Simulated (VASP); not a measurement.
# Si62As (a cell with a defect) in VASP: relaxation of the atoms with LDA

Aim: the relaxation of the atoms of Si62As (a cell with a defect) with LDA.

Program: VASP 6.6.1. These are calculated values, not measurements. Logs are shortened: lines on timing, memory, paths and dates and some standing lists are left out, and cuts for length are marked.

### 1 The cell of the first run

The cell holds a defect, 63 atoms: a = 10.860 Å, b = 10.860 Å, c = 10.860 Å, α = 90.00°, β = 90.00°, γ = 90.00°.

### 2 Relaxation of the atoms, LDA

Input file INCAR:

```
PREC = Accurate
ENCUT = 520
EDIFF = 1E-6
ISMEAR = -1
SIGMA = 0.05
LREAL = Auto
LASPH = True
NELM = 100
ALGO = Normal
ISIF = 2
LWAVE = False
LCHARG = False
GGA = CA
IBRION = 2
NSW = 80
EDIFFG = -0.03
NELECT = 252.0
NCORE = 4
```

Input file KPOINTS:

```
Automatic mesh
0
Gamma
  1 1 1
```

Input file POSCAR:

```
Si62As
1.0
   10.8600000000      0.0000000000      0.0000000000
    0.0000000000     10.8600000000      0.0000000000
    0.0000000000      0.0000000000     10.8600000000
Si As
62 1
Direct
    0.5000000000      0.0000000000      0.0000000000
    0.6250000000      0.1250000000      0.1250000000
    0.7500000000      0.2500000000      0.0000000000
    0.8750000000      0.3750000000      0.1250000000
    0.7500000000      0.0000000000      0.2500000000
    0.8750000000      0.1250000000      0.3750000000
    0.0000000000      0.0000000000      0.0000000000
    0.1250000000      0.1250000000      0.1250000000
    0.2500000000      0.2500000000      0.0000000000
    0.3750000000      0.3750000000      0.1250000000
    0.5000000000      0.5000000000      0.0000000000
    0.6250000000      0.6250000000      0.1250000000
    0.7500000000      0.7500000000      0.0000000000
    0.8750000000      0.8750000000      0.1250000000
    0.2500000000      0.0000000000      0.2500000000
    0.3750000000      0.1250000000      0.3750000000
    0.5000000000      0.2500000000      0.2500000000
    0.6250000000      0.3750000000      0.3750000000
    0.7500000000      0.5000000000      0.2500000000
    0.8750000000      0.6250000000      0.3750000000
    0.5000000000      0.0000000000      0.5000000000
    0.6250000000      0.1250000000      0.6250000000
    0.7500000000      0.2500000000      0.5000000000
    0.8750000000      0.3750000000      0.6250000000
    0.7500000000      0.0000000000      0.7500000000
    0.8750000000      0.1250000000      0.8750000000
    0.0000000000      0.5000000000      0.0000000000
    0.1250000000      0.6250000000      0.1250000000
    0.2500000000      0.7500000000      0.0000000000
    0.3750000000      0.8750000000      0.1250000000
    0.0000000000      0.2500000000      0.2500000000
    0.1250000000      0.3750000000      0.3750000000
    0.2500000000      0.5000000000      0.2500000000
    0.3750000000      0.6250000000      0.3750000000
    0.5000000000      0.7500000000      0.2500000000
    0.0000000000      0.0000000000      0.5000000000
    0.1250000000      0.1250000000      0.6250000000
    0.2500000000      0.2500000000      0.5000000000
    0.3750000000      0.3750000000      0.6250000000
    0.5000000000      0.5000000000      0.5000000000
    0.6250000000      0.6250000000      0.6250000000
    0.8750000000      0.8750000000      0.6250000000
    0.2500000000      0.0000000000      0.7500000000
    0.3750000000      0.1250000000      0.8750000000
    0.5000000000      0.2500000000      0.7500000000
    0.6250000000      0.3750000000      0.8750000000
    0.7500000000      0.5000000000      0.7500000000
    0.8750000000      0.6250000000      0.8750000000
    0.0000000000      0.7500000000      0.2500000000
    0.1250000000      0.8750000000      0.3750000000
    0.0000000000      0.5000000000      0.5000000000
    0.1250000000      0.6250000000      0.6250000000
    0.2500000000      0.7500000000      0.5000000000
    0.3750000000      0.8750000000      0.6250000000
    0.0000000000      0.2500000000      0.7500000000
    0.1250000000      0.3750000000      0.8750000000
    0.2500000000      0.5000000000      0.7500000000
    0.3750000000      0.6250000000      0.8750000000
    0.5000000000      0.7500000000      0.7500000000
    0.6250000000      0.8750000000      0.8750000000
    0.0000000000      0.7500000000      0.7500000000
    0.1250000000      0.8750000000      0.8750000000
    0.6250000000      0.8750000000      0.3750000000
```

Potentials or basis: VASP PAW LDA potentials, release 64 (Si, As).

The run is started by

```console
$ cat potpaw_LDA.64/Si/POTCAR potpaw_LDA.64/As/POTCAR > POTCAR
$ mpirun -np 4 vasp_gam > vasp.out
```

OUTCAR:

```text
PREC = Accurate
   ENCUT = 520
   EDIFF = 1E-6
   ISMEAR = -1
   LREAL = Auto
   LASPH = True
   NELM = 100
   ISIF = 2
   GGA = CA
   IBRION = 2
   NSW = 80
   EDIFFG = -0.03
   NELECT = 252.0

 ion  position               nearest neighbor table
   1  0.500  0.000  0.000-   2 2.35  30 2.35  44 2.35  60 2.35
   2  0.625  0.125  0.125-   1 2.35   3 2.35   5 2.35  17 2.35
   3  0.750  0.250  0.000-   2 2.35   4 2.35  26 2.35  46 2.35
   4  0.875  0.375  0.125-   3 2.35  19 2.35  27 2.35  31 2.35
   5  0.750  0.000  0.250-   2 2.35   6 2.35  14 2.35  63 2.35
   6  0.875  0.125  0.375-   5 2.35  23 2.35  31 2.35  36 2.35
[... 54 lines left out ...]
  61  0.000  0.750  0.750-  42 2.35  48 2.35  52 2.35  62 2.35
  62  0.125  0.875  0.875-   7 2.35  29 2.35  43 2.35  61 2.35
  63  0.625  0.875  0.375-   5 2.35  21 2.35  35 2.35

  LATTYP: Found a simple cubic cell.
 ALAT       =    10.8600000000

  Lattice vectors:

 A1 = (  10.8600000000,   0.0000000000,   0.0000000000)
 A2 = (   0.0000000000,  10.8600000000,   0.0000000000)
 A3 = (   0.0000000000,   0.0000000000,  10.8600000000)

Analysis of symmetry for initial positions (statically):
=====================================================================
 Subroutine PRICEL returns:
 Original cell was already a primitive cell.

 Routine SETGRP: Setting up the symmetry group for a
 simple cubic supercell.

 Subroutine GETGRP returns: Found  6 space group operations
 (whereof  1 operations were pure point group operations)
 out of a pool of 48 trial point group operations.

The static configuration has the point symmetry C_1 .
 The point group associated with its full space group is C_3v.

Analysis of symmetry for dynamics (positions and initial velocities):
=====================================================================
 Subroutine PRICEL returns:
 Original cell was already a primitive cell.

 Routine SETGRP: Setting up the symmetry group for a
 simple cubic supercell.

 Subroutine GETGRP returns: Found  6 space group operations
 (whereof  1 operations were pure point group operations)
 out of a pool of 48 trial point group operations.

The dynamic configuration has the point symmetry C_1 .
 The point group associated with its full space group is C_3v.

 Subroutine INISYM returns: Found  6 space group operations
 (whereof  1 operations are pure point group operations),
 and found     1 'primitive' translations
[... 212 lines left out ...]
     AMIX     =   0.40;   BMIX     =  1.00
     AMIX_MAG =   1.60;   BMIX_MAG =  1.00
  volume/ion in A,a.u.               =      20.33       137.20
  Fermi-wavevector in a.u.,A,eV,Ry     =   0.952164  1.799329 12.335269  0.906617
  Thomas-Fermi vector in A             =   2.080702
   LORBIT       =      0    0 simple, 1 ext, 2 COOP (PROOUT), +10 PAW based schemes
   GGA     = CA    functional components
   LHFCALC =     F    Hartree Fock is set to
   AEXX    =    0.0000 exact exchange contribution
   IVDW    =     0    specifies the selected vdW correction
   LEPSILON=     F    determine dielectric tensor
   LRPA    =     F    only Hartree local field effects (RPA)
 conjugate gradient relaxation of ions
 non-spin polarized calculation
  energy-cutoff  :      520.00
  volume of cell :     1280.82
 maximum number of plane-waves:     17229
 NGX is ok and might be reduce to    84
   NGX = 41   NGY = 41   NGZ = 41

--------------------------------------- Ionic step        1  -------------------------------------------

 number of electron     251.9999966 magnetization

 Free energy of the ion-electron system (eV)
  ---------------------------------------------------
  ext. energy  EPLUGINS =         0.00000000
  ---------------------------------------------------
  free energy    TOTEN  =      -371.43593228 eV

  energy without entropy =     -371.36380300  energy(sigma->0) =     -371.39986764

------------------------ aborting loop because EDIFF is reached ----------------------------------------

  FORCE on cell =-STRESS in cart. coord.  units (eV):
  Direction    XX          YY          ZZ          XY          YZ          ZX
  --------------------------------------------------------------------------------------
  -------------------------------------------------------------------------------------
  Total      -17.2987254    -17.2987254    -17.2987254     -2.0837954     -2.0837954      2.0837954
  in kB      -21.6389016    -21.6389016    -21.6389016     -2.6066107     -2.6066107      2.6066107
  external PRESSURE =     -21.6389016 kB  Pullay stress =       0.0000000 kB
[... 272 lines left out ...]
  FREE ENERGIE OF THE ION-ELECTRON SYSTEM (eV)
  ---------------------------------------------------
  free  energy   TOTEN  =      -371.5838039356 eV

  energy  without entropy=     -371.5513635104  energy(sigma->0) =     -371.56758372

[... ionic steps 4 to 14 ...]

--------------------------------------- Ionic step       15  -------------------------------------------

 number of electron     251.9999984 magnetization

------------------------ aborting loop because EDIFF is reached ----------------------------------------
[... 189 lines left out ...]
--------------------------------------- Ionic step       17  -------------------------------------------

 number of electron     251.9999984 magnetization

 Free energy of the ion-electron system (eV)
  ---------------------------------------------------
  ext. energy  EPLUGINS =         0.00000000
  ---------------------------------------------------
  free energy    TOTEN  =      -371.67564884 eV

  energy without entropy =     -371.64880629  energy(sigma->0) =     -371.66222756

 E-fermi :   5.9683     XC(G=0):  -9.5314

 val. band max:        5.7844768692   @ k =   0.0000   0.0000   0.0000
 cond. band min:       6.2019009490   @ k =   0.0000   0.0000   0.0000
 fundamental gap:      0.4174240798
 Fermi energy:         5.9682564028

 k-point     1 :       0.0000    0.0000    0.0000
  band No.  band energies     occupation
      1      -6.4137      2.00000
      2      -5.8683      2.00000
      3      -5.2308      2.00000
      4      -5.2308      2.00000
      5      -5.2235      2.00000
      6      -5.2235      2.00000
[... 130 lines left out ...]
    137       6.6985      0.00000
    138       6.8219      0.00000
 [bands above 138 left out]

------------------------ aborting loop because EDIFF is reached ----------------------------------------

  FORCE on cell =-STRESS in cart. coord.  units (eV):
  Direction    XX          YY          ZZ          XY          YZ          ZX
  --------------------------------------------------------------------------------------
  -------------------------------------------------------------------------------------
  Total      -18.2042576    -18.2042576    -18.2042576     -3.4200545     -3.4200545      3.4200545
  in kB      -22.7716280    -22.7716280    -22.7716280     -4.2781315     -4.2781315      4.2781315
  external PRESSURE =     -22.7716280 kB  Pullay stress =       0.0000000 kB
[... 78 lines left out ...]
  FREE ENERGIE OF THE ION-ELECTRON SYSTEM (eV)
  ---------------------------------------------------
  free  energy   TOTEN  =      -371.6756488371 eV

  energy  without entropy=     -371.6488062912  energy(sigma->0) =     -371.66222756

 reached required accuracy - stopping structural energy minimisation
```

Run time: 8.2 min. Hardware: 4 MPI ranks of AMD EPYC 7R43 (Zen 3), shared host; peak memory 0.33 GiB.

Results:

| Item | Value |
| --- | --- |
| Free energy | -371.6756 eV |
| Energy gained by relaxing | 3.8 meV/atom |
| Ionic steps | 17 |
| Largest force after relaxing | 0.028 eV/Å |

Forces on the atoms (eV/Å):
```
Si  -0.002  0.002 -0.004
Si   0.013  0.001 -0.001
Si   0.015  0.002 -0.002
Si   0.014  0.000  0.003
Si  -0.004  0.006 -0.006
Si   0.003 -0.004  0.005
Si  -0.003  0.007 -0.001
Si   0.008 -0.002  0.002
Si  -0.016  0.016 -0.016
Si   0.002 -0.008  0.002
Si  -0.007  0.003 -0.001
Si   0.005 -0.003  0.004
Si  -0.001  0.001 -0.003
Si   0.003 -0.005  0.004
Si  -0.004  0.002 -0.002
Si  -0.001  0.001  0.013
Si  -0.002  0.004 -0.002
Si   0.004 -0.006  0.004
Si  -0.007  0.003 -0.013
Si   0.016 -0.016 -0.017
Si  -0.006  0.006 -0.004
Si   0.005 -0.004  0.003
Si  -0.001  0.003 -0.001
Si   0.001 -0.002  0.001
Si  -0.007  0.013 -0.003
Si   0.014 -0.003  0.000
Si  -0.003  0.003 -0.005
Si   0.000 -0.014  0.003
Si  -0.002 -0.015 -0.002
Si  -0.001 -0.013 -0.001
Si  -0.003  0.001 -0.007
Si   0.008 -0.008  0.004
Si  -0.001  0.003 -0.007
Si   0.004 -0.003  0.005
Si  -0.006  0.004 -0.006
Si  -0.003  0.013 -0.007
Si   0.000 -0.003  0.014
Si  -0.002  0.002  0.015
Si   0.003  0.000  0.014
Si  -0.013  0.003 -0.007
Si  -0.017 -0.016  0.016
Si   0.016  0.017  0.016
Si  -0.001  0.007 -0.003
Si   0.002 -0.002  0.008
Si  -0.007  0.001 -0.003
Si   0.004 -0.008  0.008
Si  -0.004  0.007 -0.007
Si   0.001 -0.001  0.002
Si  -0.003  0.007 -0.013
Si   0.006 -0.004  0.004
Si  -0.007  0.007 -0.004
Si   0.002 -0.001  0.001
Si  -0.003  0.001 -0.001
Si   0.004 -0.005  0.003
Si  -0.003  0.005 -0.003
Si  -0.001  0.001 -0.001
Si  -0.005  0.003 -0.003
Si   0.003 -0.014  0.000
Si  -0.013  0.007 -0.003
Si   0.004 -0.004  0.006
Si  -0.007  0.004 -0.007
Si   0.008 -0.004  0.008
As  -0.004  0.004 -0.004
```

The path:
| step | energy change (eV) | largest force (eV/Å) | pressure (GPa) |
| --- | --- | --- | --- |
| 1 | 0.0000 | 1.0307 | -2.16 |
| 2 | -0.1408 | 0.6750 | -2.20 |
| 3 | -0.1479 | 0.5719 | -2.19 |
| 4 | -0.1852 | 0.3803 | -2.22 |
| 5 | -0.1963 | 0.2337 | -2.24 |
| 6 | -0.2146 | 0.1800 | -2.26 |
| 7 | -0.2172 | 0.1516 | -2.28 |
| 8 | -0.2275 | 0.0564 | -2.28 |
| 9 | -0.2288 | 0.0637 | -2.29 |
| 10 | -0.2330 | 0.0508 | -2.29 |
| 11 | -0.2334 | 0.0567 | -2.29 |
| 12 | -0.2361 | 0.0349 | -2.29 |
| 13 | -0.2367 | 0.0447 | -2.29 |
| 14 | -0.2386 | 0.0348 | -2.28 |
| 15 | -0.2387 | 0.0436 | -2.28 |
| 16 | -0.2397 | 0.0368 | -2.28 |
| 17 | -0.2397 | 0.0276 | -2.28 |

Final structure:
```
Si As
1.0
    10.86000    0.00000    0.00000
     0.00000   10.86000    0.00000
     0.00000    0.00000   10.86000
Si As
62 1
Direct
  0.49889 0.00111 0.99843
  0.62253 0.12536 0.12464
  0.74919 0.24991 0.00009
  0.87541 0.37577 0.12640
  0.74592 0.00010 0.24990
  0.87222 0.12430 0.37438
  0.99883 0.99938 0.99994
  0.12367 0.12554 0.12446
  0.24980 0.25020 0.99980
  0.37446 0.37633 0.12446
  0.50062 0.50117 0.99994
  0.62438 0.62778 0.12570
  0.74970 0.75030 0.99938
  0.87222 0.87562 0.12570
  0.24843 0.00111 0.24889
  0.37464 0.12536 0.37253
  0.49889 0.25157 0.24889
  0.62458 0.37512 0.37458
  0.74775 0.50292 0.25185
  0.87900 0.62100 0.37480
  0.49990 0.00010 0.49592
  0.62438 0.12430 0.62222
  0.74970 0.25062 0.49970
  0.87541 0.37381 0.62541
  0.74775 0.99815 0.74708
  0.87541 0.12360 0.87423
  0.00010 0.49990 0.00081
  0.12423 0.62459 0.12640
  0.25009 0.75081 0.00009
  0.37464 0.87747 0.12464
  0.99883 0.25006 0.25062
  0.12546 0.37454 0.37466
  0.24994 0.50117 0.25062
  0.37570 0.62778 0.37438
  0.49990 0.75408 0.24990
  0.99708 0.99815 0.49775
  0.12423 0.12360 0.62541
  0.25009 0.24991 0.49919
  0.37640 0.37577 0.62541
  0.50185 0.50292 0.49775
  0.62480 0.62100 0.62900
  0.87900 0.87520 0.62900
  0.24994 0.99938 0.74883
  0.37446 0.12554 0.87367
  0.50062 0.25006 0.74883
  0.62466 0.37454 0.87546
  0.75178 0.49953 0.75047
  0.87541 0.62459 0.87619
  0.99708 0.75225 0.25185
  0.12488 0.87542 0.37458
  0.00047 0.49953 0.50178
  0.12619 0.62459 0.62541
  0.24938 0.75030 0.49970
  0.37570 0.87562 0.62222
  0.00010 0.24919 0.75010
  0.12534 0.37466 0.87534
  0.25081 0.49990 0.75010
  0.37640 0.62459 0.87423
  0.50185 0.75225 0.74708
  0.62458 0.87542 0.87488
  0.00047 0.74822 0.75047
  0.12546 0.87534 0.87546
  0.63843 0.86157 0.38843
```

Caveat: the k points lie up to 0.58 Å⁻¹ apart; the cell carries a net charge on a neutralising background, which shifts energy and pressure; the cell is charged against a uniform background, so pressure and absolute levels hang on convention.
